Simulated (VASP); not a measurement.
# SrTiO3 (C2/m) in VASP: single point with PBE

Aim: the single point of SrTiO3 with PBE.

Everything below comes from runs of VASP 6.6.1. Logs are shortened: lines on timing, memory, paths and dates and some standing lists are left out, and cuts for length are marked.

### Step 1. The cell of the first run

It takes space group C2/m (No. 12, monoclinic). The conventional cell has a = 7.897 Å, b = 7.699 Å, c = 5.467 Å, α = 90.00°, β = 132.94°, γ = 90.00°. Within 3.5 Å of Sr (site symmetry m) lie 12 O at 2.61 to 3.02 Å and 8 Ti at 3.34 to 3.47 Å. Ti (site symmetry -1) has 6 O at 1.93 to 2.01 Å within 2.6 Å. Within 2.6 Å of O (site symmetry 2) lie 2 Ti at 1.97 Å. O (site symmetry m) has 2 Ti at 1.93 Å and 3 Sr at 2.61 to 2.86 Å and 8 O at 2.76 to 2.80 Å within 2.9 Å. Within 2.9 Å of O (site symmetry 2) lie 2 Ti at 2.01 Å and 4 Sr at 2.64 to 2.88 Å and 8 O at 2.74 to 2.90 Å.

### Step 2. Single point, PBE

INCAR

```
SYSTEM = SrTiO3
  ALGO = Normal
  EDIFF = 1E-6
  ENCUT = 520
  GGA = PE
  ISIF = 2
  ISMEAR = 0
  LASPH = .TRUE.
  LCHARG = .FALSE.
  LREAL = .FALSE.
  LWAVE = .FALSE.
  NBANDS = 51
  NELM = 60
  PREC = Accurate
  SIGMA = 0.05
```

KPOINTS

```
k-points
0
G
  8 8 8
  0 0 0
```

POSCAR

```
SrTiO3
1.0
   -2.6430916942      2.8009607905      3.9467274087
    2.8009607905     -2.6430916942      3.9467274087
    2.7541948061      2.7541948061     -3.8356242968
Sr Ti O
2 2 6
Direct
    0.7500000000      0.2500000000      0.5000000000
    0.2500000000      0.7500000000      0.5000000000
    0.0000000000      0.0000000000      0.0000000000
    0.5000000000      0.5000000000      0.0000000000
    0.2500000000      0.2500000000      0.0000000000
    0.7500000000      0.7500000000      0.0000000000
    0.7280787197      0.2280787197      0.9561574394
    0.2280787197      0.2719212803      0.5000000000
    0.2719212803      0.7719212803      0.0438425606
    0.7719212803      0.7280787197      0.5000000000
```

Potentials or basis: VASP PAW PBE potentials, release 64 (Sr_sv, Ti_sv, O).

Command:

```bash
> cat potpaw_PBE.64/Sr_sv/POTCAR potpaw_PBE.64/Ti_sv/POTCAR potpaw_PBE.64/O/POTCAR > POTCAR
> mpirun -np 1 vasp_std > vasp.out
```

OUTCAR:

```text
SYSTEM = SrTiO3
   EDIFF = 1E-6
   ENCUT = 520
   GGA = PE
   ISIF = 2
   ISMEAR = 0
   LASPH = .TRUE.
   LREAL = .FALSE.
   NELM = 60
   PREC = Accurate

 ion  position               nearest neighbor table
   1  0.750  0.250  0.500-   7 2.61   8 2.64  10 2.64   9 2.76   5 2.78   6 2.78   6 2.78   5 2.78
                             7 2.86   8 2.88  10 2.88   9 3.02   4 3.34   3 3.34   4 3.34   3 3.34
   2  0.250  0.750  0.500-   9 2.61   8 2.64  10 2.64   7 2.76   5 2.78   6 2.78   5 2.78   6 2.78
                             9 2.86   8 2.88  10 2.88   7 3.02   4 3.34   3 3.34   4 3.34   3 3.34
   3  0.000  0.000  0.000-   7 1.93   9 1.93   5 1.97   6 1.97   8 2.01  10 2.01   1 3.34   1 3.34
                             2 3.34   2 3.34   1 3.47   2 3.47   1 3.47   2 3.47
   4  0.500  0.500  0.000-   7 1.93   9 1.93   5 1.97   6 1.97  10 2.01   8 2.01   1 3.34   1 3.34
                             2 3.34   2 3.34   2 3.47   1 3.47   2 3.47   1 3.47
   5  0.250  0.250  0.000-   3 1.97   4 1.97   1 2.78   2 2.78   2 2.78   1 2.78
   6  0.750  0.750  0.000-   3 1.97   4 1.97   1 2.78   2 2.78   1 2.78   2 2.78
   7  0.728  0.228  0.956-   3 1.93   4 1.93   1 2.61   2 2.76   1 2.86   2 3.02
   8  0.228  0.272  0.500-   4 2.01   3 2.01   1 2.64   2 2.64   1 2.88   2 2.88
   9  0.272  0.772  0.044-   3 1.93   4 1.93   2 2.61   1 2.76   2 2.86   1 3.02
  10  0.772  0.728  0.500-   3 2.01   4 2.01   1 2.64   2 2.64   1 2.88   2 2.88

  LATTYP: Found a base centered monoclinic cell.
 ALAT       =     7.8966115681
 B/A-ratio  =     0.9749818377
 C/A-ratio  =     0.6922655430
 COS(beta)  =    -0.6812277924

  Lattice vectors:

 A1 = (  -2.6430916942,   2.8009607905,   3.9467274087)
 A2 = (   2.8009607905,  -2.6430916942,   3.9467274087)
 A3 = (   2.7541948061,   2.7541948061,  -3.8356242968)

Analysis of symmetry for initial positions (statically):
=====================================================================
 Subroutine PRICEL returns:
 Original cell was already a primitive cell.

 Routine SETGRP: Setting up the symmetry group for a
 base centered monoclinic supercell.

 Subroutine GETGRP returns: Found  4 space group operations
 (whereof  2 operations were pure point group operations)
 out of a pool of  4 trial point group operations.

The static configuration has the point symmetry S_2 .
 The point group associated with its full space group is C_2h.

Analysis of symmetry for dynamics (positions and initial velocities):
=====================================================================
 Subroutine PRICEL returns:
 Original cell was already a primitive cell.

 Routine SETGRP: Setting up the symmetry group for a
 base centered monoclinic supercell.

 Subroutine GETGRP returns: Found  4 space group operations
 (whereof  2 operations were pure point group operations)
 out of a pool of  4 trial point group operations.

The dynamic configuration has the point symmetry S_2 .
 The point group associated with its full space group is C_2h.

 Subroutine INISYM returns: Found  4 space group operations
 (whereof  2 operations are pure point group operations),
 and found     1 'primitive' translations

----------------------------------------------------------------------------------------

                                     Primitive cell

  volume of cell :     121.6508

  direct lattice vectors                    reciprocal lattice vectors
    -2.643091694  2.800960791  3.946727409    -0.006018450  0.177668244  0.123254244
     2.800960791 -2.643091694  3.946727409     0.177668244 -0.006018450  0.123254244
     2.754194806  2.754194806 -3.835624297     0.176621821  0.176621821 -0.007064873

  length of vectors
     5.514342417  5.514342417  5.466552095     0.216318827  0.216318827  0.249880867

  position of ions in fractional coordinates (direct lattice)
     0.750000000  0.250000000  0.500000000
     0.250000000  0.750000000  0.500000000
     0.000000000  0.000000000  0.000000000
     0.500000000  0.500000000  0.000000000
     0.250000000  0.250000000  0.000000000
     0.750000000  0.750000000  0.000000000
     0.728078720  0.228078720  0.956157439
     0.228078720  0.271921280  0.500000000
     0.271921280  0.771921280  0.043842561
     0.771921280  0.728078720  0.500000000

  ion indices of the primitive-cell ions
   primitive index   ion index
                 1           1
                 2           2
                 3           3
                 4           4
                 5           5
                 6           6
                 7           7
                 8           8
                 9           9
                10          10

----------------------------------------------------------------------------------------

 KPOINTS: k-points

Automatic generation of k-mesh.
 Grid dimensions read from file:
 generate k-points for:    8    8    8

 Generating k-lattice:

  Cartesian coordinates                     Fractional coordinates (reciprocal lattice)
    -0.000752306  0.022208530  0.015406780     0.125000000  0.000000000  0.000000000
     0.022208530 -0.000752306  0.015406780     0.000000000  0.125000000  0.000000000
     0.022077728  0.022077728 -0.000883109     0.000000000  0.000000000  0.125000000

  Length of vectors
     0.027039853  0.027039853  0.031235108

  Shift w.r.t. Gamma in fractional coordinates (k-lattice)
     0.000000000  0.000000000  0.000000000

 Subroutine IBZKPT returns following result:
 ===========================================

 Found    150 irreducible k-points:

 Following reciprocal coordinates:
            Coordinates               Weight
  0.000000  0.000000  0.000000      1.000000
  0.125000  0.000000 -0.000000      4.000000
  0.250000  0.000000 -0.000000      4.000000
  0.375000 -0.000000 -0.000000      4.000000
  0.500000  0.000000 -0.000000      2.000000
  0.125000  0.125000 -0.000000      2.000000
[... 16 lines left out ...]
  0.125000 -0.000000  0.125000      4.000000
  0.250000 -0.000000  0.125000      4.000000
 [... further k-points ...]
   k-points           NKPTS =    150   k-points in BZ     NKDIM =    150   number of bands    NBANDS=     51
   number of dos      NEDOS =    301   number of ions     NIONS =     10
   total plane-waves  NPLWV =  74088
   dimension x,y,z NGX =    42 NGY =   42 NGZ =   42
   dimension x,y,z NGXF=    84 NGYF=   84 NGZF=   84
   ions per type =               2   2   6
   NGX,Y,Z   is equivalent  to a cutoff of  12.66, 12.66, 12.77 a.u.
   NGXF,Y,Z  is equivalent  to a cutoff of  25.32, 25.32, 25.55 a.u.
 SYSTEM =  SrTiO3
   PREC   = accura    normal or accurate (medium, high low for compatibility)
   ISTART =      0    job   : 0-new  1-cont  2-samecut
   ICHARG =      2    charge: 1-file 2-atom 10-const
   ISPIN  =      1    spin polarized calculation?
   LNONCOLLINEAR =      F non collinear calculations
   LSORBIT =      F    spin-orbit coupling
   LASPH  =      T    aspherical Exc in radial PAW
   ENCUT  =  520.0 eV  38.22 Ry    6.18 a.u.  10.25 10.25 10.16*2*pi/ulx,y,z
   NELM   =     60;   NELMIN=  2; NELMDL= -5     # of ELM steps
   EDIFF  = 0.1E-05   stopping-criterion for ELM
   LREAL  =      F    real-space projection
   EDIFFG = 0.1E-04   stopping-criterion for IOM
   NSW    =      0    number of steps for IOM
   IBRION =     -1    ionic relax: 0-MD 1-quasi-New 2-CG
   NFREE  =      0    steps in history (QN), initial steepest desc. (CG)
   ISIF   =      2    stress and relaxation
   ISYM   =      2    0-nonsym 1-usesym 2-fastsym
   POTIM  = 0.5000    time-step for ionic-motion
   TEBEG  =    0.0;   TEEND  =   0.0 temperature during run
   PSTRESS=    0.0 pullay stress
   NELECT =      80.0000    total number of electrons
   NUPDOWN=      -1.0000    fix difference up-down
   EMIN   =  10.00;   EMAX   =-10.00  energy-range for DOS
   EFERMI =   0.00;   METHOD = LEGACY
   ISMEAR =     0;   SIGMA  =   0.05  broadening in eV -4-tet -1-fermi 0-gaus
   EFERMI_NEDOS =   21; number of points for ismear=-14 and -15
   IALGO  =     38    algorithm
   IMIX   =      4    mixing-type and parameters
     AMIX     =   0.40;   BMIX     =  1.00
     AMIX_MAG =   1.60;   BMIX_MAG =  1.00
  volume/ion in A,a.u.               =      12.17        82.09
  Fermi-wavevector in a.u.,A,eV,Ry     =   1.423639  2.690287 27.575571  2.026747
  Thomas-Fermi vector in A             =   2.544215
   LORBIT       =      0    0 simple, 1 ext, 2 COOP (PROOUT), +10 PAW based schemes
   GGA     = PE    functional components
   LHFCALC =     F    Hartree Fock is set to
   AEXX    =    0.0000 exact exchange contribution
   IVDW    =     0    specifies the selected vdW correction
   LEPSILON=     F    determine dielectric tensor
   LRPA    =     F    only Hartree local field effects (RPA)
 non-spin polarized calculation
 Gauss-broadening in eV      SIGMA  =   0.05
  energy-cutoff  :      520.00
  volume of cell :      121.65
 maximum number of plane-waves:      3300
 NGX is ok and might be reduce to    42
   NGX = 21   NGY = 21   NGZ = 21

 number of electron      79.9999999 magnetization

 Free energy of the ion-electron system (eV)
  ---------------------------------------------------
  ext. energy  EPLUGINS =         0.00000000
  ---------------------------------------------------
  free energy    TOTEN  =       -80.01263191 eV

  energy without entropy =      -80.01263191  energy(sigma->0) =      -80.01263191

 E-fermi :   4.3088     XC(G=0): -11.1581

 val. band max:        3.9380487358   @ k =  -0.0000  -0.0000   0.1250
 cond. band min:       5.7217874161   @ k =   0.0000   0.0000   0.0000
 fundamental gap:      1.7837386803
 Fermi energy:         4.3088099497

 k-point     1 :       0.0000    0.0000    0.0000
  band No.  band energies     occupation
      1     -52.6168      2.00000
      2     -52.6126      2.00000
      3     -28.9402      2.00000
      4     -28.9134      2.00000
      5     -28.8650      2.00000
      6     -28.8648      2.00000
[... 43 lines left out ...]
     50       9.7254      0.00000
     51      10.1075      0.00000
[... 1240 lines left out ...]
     50      10.4852      0.00000
     51      10.8852      0.00000

 [... further k-points ...]

------------------------ aborting loop because EDIFF is reached ----------------------------------------

  FORCE on cell =-STRESS in cart. coord.  units (eV):
  Direction    XX          YY          ZZ          XY          YZ          ZX
  --------------------------------------------------------------------------------------
  -------------------------------------------------------------------------------------
  Total        1.0358850      1.0358850      0.7086482     -3.3187636     -3.3985493     -3.3985497
  in kB       13.6429111     13.6429111      9.3331055    -43.7090953    -44.7598971    -44.7599019
  external PRESSURE =      12.2063092 kB  Pullay stress =       0.0000000 kB

 VOLUME and BASIS-vectors are now :
 -----------------------------------------------------------------------------
  energy-cutoff  :      520.00
  volume of cell :      121.65
      direct lattice vectors                 reciprocal lattice vectors
    -2.643091694  2.800960791  3.946727409    -0.006018450  0.177668244  0.123254244
     2.800960791 -2.643091694  3.946727409     0.177668244 -0.006018450  0.123254244
     2.754194806  2.754194806 -3.835624297     0.176621821  0.176621821 -0.007064873

 POSITION                                       TOTAL-FORCE (eV/Angst)
 -----------------------------------------------------------------------------------
      0.09502      2.81705      2.02892        -0.060165     -0.060165     -0.034125
      2.81705      0.09502      2.02892         0.060165      0.060165      0.034125
      0.00000      0.00000      0.00000         0.000000     -0.000000     -0.000000
      0.07893      0.07893      3.94673        -0.000000     -0.000000     -0.000000
      0.03947      0.03947      1.97336         0.009526     -0.009526     -0.000000
      0.11840      0.11840      5.92009        -0.009526      0.009526      0.000000
      1.34790      4.06993      0.10623        -0.001455     -0.001455     -0.046223
      1.53591      1.29722      0.05555        -0.011930      0.011930     -0.000000
      1.56416     -1.15787      3.95160         0.001455      0.001455      0.046223
      1.37616      1.61484      4.00228         0.011930     -0.011930      0.000000
 -----------------------------------------------------------------------------------
    total drift:                               -0.000000      0.000000      0.000000

  FREE ENERGIE OF THE ION-ELECTRON SYSTEM (eV)
  ---------------------------------------------------
  free  energy   TOTEN  =       -80.0126319133 eV

  energy  without entropy=      -80.0126319133  energy(sigma->0) =      -80.01263191
```

It took 25 min on 1 thread of Oxide Virtual Turin-like, shared host; peak memory 0.77 GiB.

What came out:

| Item | Value |
| --- | --- |
| Free energy | -80.0126 eV |
| Pressure | 1.2 GPa |
| Largest force | 0.092 eV/Å |
| Band gap on the k mesh | 1.78 eV |

Forces on the atoms (eV/Å):
```
Sr  -0.060 -0.060 -0.034
Sr   0.060  0.060  0.034
Ti   0.000  0.000  0.000
Ti   0.000  0.000  0.000
O    0.010 -0.010  0.000
O   -0.010  0.010  0.000
O   -0.001 -0.001 -0.046
O   -0.012  0.012  0.000
O    0.001  0.001  0.046
O    0.012 -0.012  0.000
```

Stress tensor (GPa, compression positive):
```
 1.36 -4.37 -4.48
-4.37  1.36 -4.48
-4.48 -4.48  0.93
```
